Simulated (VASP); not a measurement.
Input of a VASP 6.6.1 run:

File INCAR:

```
SYSTEM = Ru
ALGO = Normal ; EDIFF = 1E-7
EDIFFG = -0.001 ; ENCUT = 500
GGA = PE ; GGA_COMPAT = .False.
IBRION = 2 ; ISIF = 4
ISMEAR = -1 ; LASPH = .True.
LCHARG = .False. ; LREAL = .False.
LWAVE = .False. ; NELM = 120
NELMIN = 4 ; NSW = 80
PREC = Accurate ; SIGMA = 0.15
```

File KPOINTS:

```
k-points
0
Gamma
  18 18 10
  0 0 0
```

The input POSCAR:

```
Ru
1.0
    2.7039527846      0.0000000000      0.0000000000
   -1.3519763923      2.3416918021      0.0000000000
    0.0000000000      0.0000000000      4.2684717334
Ru
2
Direct
    0.3333333333      0.6666666667      0.2500000000
    0.6666666667      0.3333333333      0.7500000000
```

Potentials or basis: VASP PAW PBE potentials, release 64 (Ru_pv).

The run is started by

```bash
$ cat potpaw_PBE.64/Ru_pv/POTCAR > POTCAR
$ mpirun -np 1 vasp_std > vasp.out
```

Question: Estimate the band gap on the k mesh.

Answer: Zero (band 14 reaches 14.42 eV, above the bottom of band 15 at 11.27 eV).

Final structure:
```
Ru
1.0
     2.70315    0.00000    0.00000
    -1.35157    2.34099    0.00000
     0.00000    0.00000    4.27101
Ru
2
Direct
  0.33333 0.66667 0.25000
  0.66667 0.33333 0.75000
```
